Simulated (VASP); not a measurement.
# Zn3SnO3 (P1) in VASP: further runs

The runs below take Zn3SnO3 through single point, relaxation of cell and atoms, with PBE.

Everything below comes from runs of VASP 6.6.1. Logs are shortened: lines on timing, memory, paths and dates and some standing lists are left out, and cuts for length are marked.

## (1) The cell of the first run

The typed cell holds 7 atoms: a = 4.669 Å, b = 4.676 Å, c = 5.314 Å, α = 68.10°, β = 68.00°, γ = 84.63°.

The cell was generated, and may not be a known phase.

## (2) Single point, PBE

INCAR

```
SYSTEM = Zn3SnO3
ALGO = Normal ; EDIFF = 1E-6
ENCUT = 520 ; GGA = PE
ISIF = 2 ; ISMEAR = 0
LASPH = .True. ; LCHARG = .False.
LREAL = .False. ; LWAVE = .False.
NBANDS = 43 ; NELM = 100
PREC = Accurate ; SIGMA = 0.1
```

KPOINTS

```
k-points
0
Gamma
  4 4 4
  0 0 0
```

POSCAR

```
Zn3SnO3
1.0
    4.6689106115      0.0512492026     -0.0392283719
    0.3862821939      4.6604497651     -0.0095731477
    2.0088547579      1.8314757698      4.5664742334
Zn Sn O
3 1 3
Direct
    0.7046815948      0.4169813683      0.1243325687
    0.4879924634      0.6270421190      0.5478782407
    0.2781945518      0.8437156036      0.1245157384
    0.0065118843      0.1439181423      0.6067083829
    0.1161745399      0.7105768635      0.8717535916
    0.8480879373      0.9875684659      0.3542144687
    0.5727590385      0.2557964473      0.8705980191
```

Potentials or basis: VASP PAW PBE potentials, release 64 (Zn, Sn_d, O).

Command:

```sh
> cat potpaw_PBE.64/Zn/POTCAR potpaw_PBE.64/Sn_d/POTCAR potpaw_PBE.64/O/POTCAR > POTCAR
> mpirun -np 1 vasp_std > vasp.out
```

OUTCAR:

```text
SYSTEM = Zn3SnO3
   EDIFF = 1E-6
   ENCUT = 520
   GGA = PE
   ISIF = 2
   ISMEAR = 0
   LASPH = .True.
   LREAL = .False.
   NELM = 100
   PREC = Accurate

 ion  position               nearest neighbor table
   1  0.705  0.417  0.124-   7 2.06   6 2.12   5 2.14   2 2.61   3 2.68   4 3.18   4 3.25   4 3.30

   2  0.488  0.627  0.548-   5 2.07   7 2.07   6 2.16   1 2.61   3 2.61   4 3.16   4 3.18   4 3.19

   3  0.278  0.844  0.125-   5 2.06   6 2.12   7 2.14   2 2.61   1 2.68   4 3.17   4 3.25   4 3.31

   4  0.007  0.144  0.607-   6 2.11   7 2.14   5 2.14   2 3.16   3 3.17   2 3.18   1 3.18   2 3.19
                             3 3.25   1 3.25   1 3.30   3 3.31
   5  0.116  0.711  0.872-   3 2.06   2 2.07   1 2.14   4 2.14
   6  0.848  0.988  0.354-   4 2.11   3 2.12   1 2.12   2 2.16
   7  0.573  0.256  0.871-   1 2.06   2 2.07   4 2.14   3 2.14

  LATTYP: Found a triclinic cell.
 ALAT       =     4.6693566628
 B/A-ratio  =     1.3474621949
 C/A-ratio  =     1.1381366985
 COS(alpha) =     0.0007811598
 COS(beta)  =     0.3745320491
 COS(gamma) =     0.6726043247

  Lattice vectors:

 A1 = (  -4.6689106115,  -0.0512492026,   0.0392283719)
 A2 = (  -4.2826284176,   4.6092005625,   0.0296552242)
 A3 = (  -2.0088547579,  -1.8314757698,  -4.5664742334)

Analysis of symmetry for initial positions (statically):
=====================================================================
 Subroutine PRICEL returns:
 Original cell was already a primitive cell.

 Routine SETGRP: Setting up the symmetry group for a
 triclinic supercell.

 Subroutine GETGRP returns: Found  1 space group operations
 (whereof  1 operations were pure point group operations)
 out of a pool of  2 trial point group operations.

The static configuration has the point symmetry C_1 .

Analysis of symmetry for dynamics (positions and initial velocities):
=====================================================================
 Subroutine PRICEL returns:
 Original cell was already a primitive cell.

 Routine SETGRP: Setting up the symmetry group for a
 triclinic supercell.

 Subroutine GETGRP returns: Found  1 space group operations
 (whereof  1 operations were pure point group operations)
 out of a pool of  2 trial point group operations.

The dynamic configuration has the point symmetry C_1 .

 Subroutine INISYM returns: Found  1 space group operations
 (whereof  1 operations are pure point group operations),
 and found     1 'primitive' translations

----------------------------------------------------------------------------------------

                                     Primitive cell

  volume of cell :      99.6929

  direct lattice vectors                    reciprocal lattice vectors
     4.668910612  0.051249203 -0.039228372     0.213649651 -0.017886715 -0.086813593
     0.386282194  4.660449765 -0.009573148    -0.003068162  0.214651802 -0.084740669
     2.008854758  1.831475770  4.566474233     0.001828929  0.000296340  0.218063906

  length of vectors
     4.669356663  4.676440697  5.314366177     0.231306524  0.230793828  0.218071777

  position of ions in fractional coordinates (direct lattice)
     0.704681595  0.416981368  0.124332569
     0.487992463  0.627042119  0.547878241
     0.278194552  0.843715604  0.124515738
     0.006511884  0.143918142  0.606708383
     0.116174540  0.710576864  0.871753592
     0.848087937  0.987568466  0.354214469
     0.572759039  0.255796447  0.870598019

  ion indices of the primitive-cell ions
   primitive index   ion index
                 1           1
                 2           2
                 3           3
                 4           4
                 5           5
                 6           6
                 7           7

----------------------------------------------------------------------------------------

 KPOINTS: k-points

Automatic generation of k-mesh.
 Grid dimensions read from file:
 generate k-points for:    4    4    4

 Generating k-lattice:

  Cartesian coordinates                     Fractional coordinates (reciprocal lattice)
     0.053412413 -0.004471679 -0.021703398     0.250000000 -0.000000000  0.000000000
    -0.000767040  0.053662951 -0.021185167    -0.000000000  0.250000000  0.000000000
     0.000457232  0.000074085  0.054515977     0.000000000  0.000000000  0.250000000

  Length of vectors
     0.057826631  0.057698457  0.054517944

  Shift w.r.t. Gamma in fractional coordinates (k-lattice)
     0.000000000  0.000000000  0.000000000

 Subroutine IBZKPT returns following result:
 ===========================================

 Found     36 irreducible k-points:

 Following reciprocal coordinates:
            Coordinates               Weight
  0.000000  0.000000  0.000000      1.000000
  0.250000 -0.000000 -0.000000      2.000000
  0.500000 -0.000000 -0.000000      1.000000
  0.000000  0.250000  0.000000      2.000000
  0.250000  0.250000  0.000000      2.000000
  0.500000  0.250000 -0.000000      2.000000
[... 16 lines left out ...]
 -0.000000 -0.250000  0.250000      2.000000
  0.250000 -0.250000  0.250000      2.000000
 [... further k-points ...]
   k-points           NKPTS =     36   k-points in BZ     NKDIM =     36   number of bands    NBANDS=     43
   number of dos      NEDOS =    301   number of ions     NIONS =      7
   total plane-waves  NPLWV =  51840
   dimension x,y,z NGX =    36 NGY =   36 NGZ =   40
   dimension x,y,z NGXF=    72 NGYF=   72 NGZF=   80
   ions per type =               3   1   3
   NGX,Y,Z   is equivalent  to a cutoff of  12.82, 12.80, 12.51 a.u.
   NGXF,Y,Z  is equivalent  to a cutoff of  25.63, 25.60, 25.03 a.u.
 SYSTEM =  Zn3SnO3
   PREC   = accura    normal or accurate (medium, high low for compatibility)
   ISTART =      0    job   : 0-new  1-cont  2-samecut
   ICHARG =      2    charge: 1-file 2-atom 10-const
   ISPIN  =      1    spin polarized calculation?
   LNONCOLLINEAR =      F non collinear calculations
   LSORBIT =      F    spin-orbit coupling
   LASPH  =      T    aspherical Exc in radial PAW
   ENCUT  =  520.0 eV  38.22 Ry    6.18 a.u.   8.68  8.70  9.88*2*pi/ulx,y,z
   NELM   =    100;   NELMIN=  2; NELMDL= -5     # of ELM steps
   EDIFF  = 0.1E-05   stopping-criterion for ELM
   LREAL  =      F    real-space projection
   EDIFFG = 0.1E-04   stopping-criterion for IOM
   NSW    =      0    number of steps for IOM
   IBRION =     -1    ionic relax: 0-MD 1-quasi-New 2-CG
   NFREE  =      0    steps in history (QN), initial steepest desc. (CG)
   ISIF   =      2    stress and relaxation
   ISYM   =      2    0-nonsym 1-usesym 2-fastsym
   POTIM  = 0.5000    time-step for ionic-motion
   TEBEG  =    0.0;   TEEND  =   0.0 temperature during run
   PSTRESS=    0.0 pullay stress
   NELECT =      68.0000    total number of electrons
   NUPDOWN=      -1.0000    fix difference up-down
   EMIN   =  10.00;   EMAX   =-10.00  energy-range for DOS
   EFERMI =   0.00;   METHOD = LEGACY
   ISMEAR =     0;   SIGMA  =   0.10  broadening in eV -4-tet -1-fermi 0-gaus
   EFERMI_NEDOS =   21; number of points for ismear=-14 and -15
   IALGO  =     38    algorithm
   IMIX   =      4    mixing-type and parameters
     AMIX     =   0.40;   BMIX     =  1.00
     AMIX_MAG =   1.60;   BMIX_MAG =  1.00
  volume/ion in A,a.u.               =      14.24        96.11
  Fermi-wavevector in a.u.,A,eV,Ry     =   1.441085  2.723256 28.255586  2.076727
  Thomas-Fermi vector in A             =   2.559757
   LORBIT       =      0    0 simple, 1 ext, 2 COOP (PROOUT), +10 PAW based schemes
   GGA     = PE    functional components
   LHFCALC =     F    Hartree Fock is set to
   AEXX    =    0.0000 exact exchange contribution
   IVDW    =     0    specifies the selected vdW correction
   LEPSILON=     F    determine dielectric tensor
   LRPA    =     F    only Hartree local field effects (RPA)
 non-spin polarized calculation
 Gauss-broadening in eV      SIGMA  =   0.10
  energy-cutoff  :      520.00
  volume of cell :       99.69
 maximum number of plane-waves:      2721
 NGX is ok and might be reduce to    36
   NGX = 17   NGY = 17   NGZ = 19

 number of electron      67.9999981 magnetization

 Free energy of the ion-electron system (eV)
  ---------------------------------------------------
  ext. energy  EPLUGINS =         0.00000000
  ---------------------------------------------------
  free energy    TOTEN  =       -28.95846789 eV

  energy without entropy =      -28.95769080  energy(sigma->0) =      -28.95807935

 E-fermi :   4.4942     XC(G=0): -10.7657

 val. band max:        4.3704689583   @ k =  -0.2500   0.2500   0.0000
 cond. band min:       4.6195170287   @ k =  -0.2500   0.2500   0.0000
 fundamental gap:      0.2490480705
 Fermi energy:         4.4942134151

 k-point     1 :       0.0000    0.0000    0.0000
  band No.  band energies     occupation
      1     -17.4592      2.00000
      2     -17.4494      2.00000
      3     -17.2277      2.00000
      4     -17.1986      2.00000
      5     -17.1874      2.00000
      6     -15.1065      2.00000
[... 35 lines left out ...]
     42      11.3726      0.00000
     43      12.1901      0.00000

 k-point     2 :       0.2500   -0.0000   -0.0000
  band No.  band energies     occupation
      1     -17.4633      2.00000
      2     -17.4527      2.00000
      3     -17.2267      2.00000
      4     -17.1979      2.00000
      5     -17.1851      2.00000
      6     -14.9816      2.00000
[... 35 lines left out ...]
     42      11.3485      0.00000
     43      11.8459      0.00000

 k-point     3 :       0.5000   -0.0000   -0.0000
  band No.  band energies     occupation
      1     -17.4682      2.00000
      2     -17.4553      2.00000
      3     -17.2259      2.00000
      4     -17.1973      2.00000
      5     -17.1826      2.00000
      6     -14.7912      2.00000
[... 35 lines left out ...]
     42      11.5128      0.00000
     43      11.8852      0.00000

 k-point     4 :       0.0000    0.2500    0.0000
  band No.  band energies     occupation
      1     -17.4632      2.00000
      2     -17.4527      2.00000
      3     -17.2267      2.00000
      4     -17.1977      2.00000
      5     -17.1853      2.00000
      6     -14.9817      2.00000
[... 863 lines left out ...]
     42      11.5343      0.00000
     43      12.8274      0.00000

 k-point    23 :      -0.0000   -0.2500    0.2500
  band No.  band energies     occupation
      1     -17.4665      2.00000
      2     -17.4484      2.00000
      3     -17.2269      2.00000
      4     -17.1960      2.00000
      5     -17.1857      2.00000
      6     -14.8402      2.00000
[... 35 lines left out ...]
     42      11.6037      0.00000
     43      11.8470      0.00000

 k-point    24 :       0.2500   -0.2500    0.2500
  band No.  band energies     occupation
      1     -17.4684      2.00000
      2     -17.4574      2.00000
      3     -17.2251      2.00000
      4     -17.1962      2.00000
      5     -17.1833      2.00000
      6     -14.7481      2.00000
[... 35 lines left out ...]
     42      11.6753      0.00000
     43      12.1453      0.00000

 [... further k-points ...]
[... 5 lines left out ...]
  --------------------------------------------------------------------------------------
  -------------------------------------------------------------------------------------
  Total        0.2572891      0.2351927      0.2774384      0.0346408      0.0485545     -0.0020692
  in kB        4.1349250      3.7798115      4.4587476      0.5567168      0.7803260     -0.0332537
  external PRESSURE =       4.1244947 kB  Pullay stress =       0.0000000 kB

 VOLUME and BASIS-vectors are now :
 -----------------------------------------------------------------------------
  energy-cutoff  :      520.00
  volume of cell :       99.69
      direct lattice vectors                 reciprocal lattice vectors
     4.668910612  0.051249203 -0.039228372     0.213649651 -0.017886715 -0.086813593
     0.386282194  4.660449765 -0.009573148    -0.003068162  0.214651802 -0.084740669
     2.008854758  1.831475770  4.566474233     0.001828929  0.000296340  0.218063906

 POSITION                                       TOTAL-FORCE (eV/Angst)
 -----------------------------------------------------------------------------------
      3.70093      2.20715      0.53613         0.008173      0.019429      0.014240
      3.62122      3.95073      2.47673        -0.006041     -0.010419     -0.026944
      1.87491      4.17440      0.54961         0.022710      0.010687      0.009366
      1.30479      1.78223      2.76888         0.064503      0.062655     -0.034762
      2.56812      4.91416      3.96948        -0.027770     -0.031022      0.021528
      5.05269      5.29471      1.57479        -0.026582     -0.025085     -0.007324
      4.52188      2.81596      3.95065        -0.034992     -0.026245      0.023895
 -----------------------------------------------------------------------------------
    total drift:                                0.001198      0.000640      0.000125

  FREE ENERGIE OF THE ION-ELECTRON SYSTEM (eV)
  ---------------------------------------------------
  free  energy   TOTEN  =       -28.9584678938 eV

  energy  without entropy=      -28.9576908039  energy(sigma->0) =      -28.95807935
```

Run time: 76 s. Hardware: 1 thread of AMD EPYC 9R45 (Zen 5), shared host; peak memory 0.27 GiB.

What came out:

```
Free energy            : -28.9585 eV
Pressure               : 0.4 GPa
Largest force          : 0.096 eV/Å
Band gap on the k mesh : 0.25 eV
```

Forces in eV/Å, atoms in the order of the input:
```
Zn   0.008  0.019  0.014
Zn  -0.006 -0.010 -0.027
Zn   0.023  0.011  0.009
Sn   0.065  0.063 -0.035
O   -0.028 -0.031  0.022
O   -0.027 -0.025 -0.007
O   -0.035 -0.026  0.024
```

Caveat: spin-orbit coupling is left out, which moves the levels of the heavy elements.

(Continued in part 2 of 2.)
